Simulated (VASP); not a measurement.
The system is TlCl.

```
Tl Cl
1.0
     3.83400    0.00000    0.00000
     0.00000    3.83400    0.00000
     0.00000    0.00000    3.83400
Tl Cl
1 1
Direct
  0.00000 0.00000 0.00000
  0.50000 0.50000 0.50000
```

Base run:

| Item | Value |
| --- | --- |
| Program | VASP 6.6.1 |
| Functional | RPBE |
| Potentials or basis | VASP PAW PBE potentials, release 64 (Tl_d, Cl) |
| Cutoff | 500 eV |
| k mesh | 5 × 5 × 5 |
| Occupations | gaussian, width 0.01 eV |
| Spin | no spin polarisation |

Its results: band gap on the k mesh 3.04 eV, direct; pressure 3.4 GPa.

**Question.** The run is repeated on the same cell with these changes: functional from RPBE to BLYP. What comes out?

**Answer.** Band gap on the k mesh 2.99 eV, direct; pressure 3.5 GPa.

Caveats: the PAW data sets were made with another functional, which shifts forces and pressure a little; spin-orbit coupling is left out, which moves the levels of the heavy elements.

A k mesh can miss the band edges.
